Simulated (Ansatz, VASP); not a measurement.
# TePb: VASP beside Ansatz

File INCAR:

```
SYSTEM = TePb
PREC = Accurate
ENCUT = 520
EDIFF = 1E-7
ISMEAR = 1
SIGMA = 0.1
LREAL = .FALSE.
LASPH = .TRUE.
NELM = 150
ALGO = Normal
ISIF = 2
LWAVE = .FALSE.
LCHARG = .TRUE.
ISPIN = 2
MAGMOM = 0.01 0
LORBIT = 11
LELF = .TRUE.
LVHAR = .TRUE.
NBANDS = 21
```

KPOINTS

```
Automatic mesh
0
G
  7 7 7
  0 0 0
```

File POSCAR:

```
TePb
1.0
    0.0000000000      3.1650427173      3.1650427173
    3.1650427173      0.0000000000      3.1650427173
    3.1650427173      3.1650427173      0.0000000000
Pb Te
1 1
Direct
    0.0000000000      0.0000000000      0.0000000000
    0.5000000000      0.5000000000      0.5000000000
```

File input.yaml:

```yaml
crystal:
  lattice:
    - [0.0, 3.1650427173, 3.1650427173]
    - [3.1650427173, 0.0, 3.1650427173]
    - [3.1650427173, 3.1650427173, 0.0]
  atoms:
    - { symbol: Pb, position: [0.0, 0.0, 0.0], spin: 0.01 }
    - { symbol: Te, position: [0.5, 0.5, 0.5] }
kpoints:
  mp_grid: { grid: [7, 7, 7] }
scf:
  occupations: { method: methfessel_paxton, width: 0.1 }
hamiltonian:
  xc: lda
  pseudopotentials: { kind: all_electron, lapw: { basis_error: 0.001 } }
magnetization:
  spin_polarized: true
output:
  forces: true
  stress: true
  eigenvalues: true
```

Change from the starting cell: volume scaled by 0.94.

Alike in both runs: task single point; functional LDA; k mesh 7 × 7 × 7; occupations methfessel-paxton of order 1, width 0.1 eV; collinear spin.

|  | VASP | Ansatz |
| --- | --- | --- |
| version | VASP 6.6.1 | Ansatz 0.2.0 |
| potentials or method | VASP PAW LDA potentials, release 64 (Pb_d, Te), cutoff 520 eV | all-electron LAPW, scalar-relativistic |

Ansatz gave:

```
pressure (GPa)           : 1.2
net moment per atom (μB) : 0.00
```

Problem. What did VASP give for the same quantities?

Solution. Pressure (GPa): 1.3; net moment per atom (μB): 0.00.

LDA's correlation is that of Perdew and Zunger in VASP and of Perdew and Wang (1992) in Ansatz. Ansatz ran all-electron here, and VASP with PAW potentials.

Neither program's run includes spin-orbit coupling.
